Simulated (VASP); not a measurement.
A run of VASP 6.6.1 is set up as follows.

The input INCAR:

```
SYSTEM = NaZrO2
PREC = Accurate
ENCUT = 600
EDIFF = 1E-6
ISMEAR = 0
SIGMA = 0.1
LREAL = .FALSE.
LASPH = .TRUE.
NELM = 60
ALGO = Normal
ISIF = 3
LWAVE = .FALSE.
LCHARG = .FALSE.
GGA = PE
IBRION = 2
NSW = 100
EDIFFG = -0.01
```

Contents of KPOINTS:

```
regular mesh
0
G
  12 12 8
  0 0 0
```

The input POSCAR:

```
NaZrO2
1.0
    5.9625200102      0.0000000000      0.0000000000
   -2.9812600051      5.1636937994      0.0000000000
    0.0000000000      0.0000000000      6.1412652007
Na Zr O
1 1 2
Direct
    0.6666666667      0.3333333333      0.5000000000
    0.3333333333      0.6666666667      0.5000000000
    0.3333333333      0.6666666667      0.8029449756
    0.3333333333      0.6666666667      0.1970550244
```

Potentials or basis: VASP PAW PBE potentials, release 64 (Na_pv, Zr_sv, O).

Command:

```bash
$ cat potpaw_PBE.64/Na_pv/POTCAR potpaw_PBE.64/Zr_sv/POTCAR potpaw_PBE.64/O/POTCAR > POTCAR
$ mpirun -np 1 vasp_std > vasp.out
```

(1) Predict the band gap on the k mesh.

(2) Predict the relaxed cell.

Answers

(1) zero (an odd number of electrons rules out a gap without spin polarisation).

(2) a = 5.960 Å, b = 5.960 Å, c = 5.988 Å, α = 90.00°, β = 90.00°, γ = 120.00°.

Caveat: an odd number of electrons without spin polarisation forces a metal; a magnetic or distorted state may lie lower.
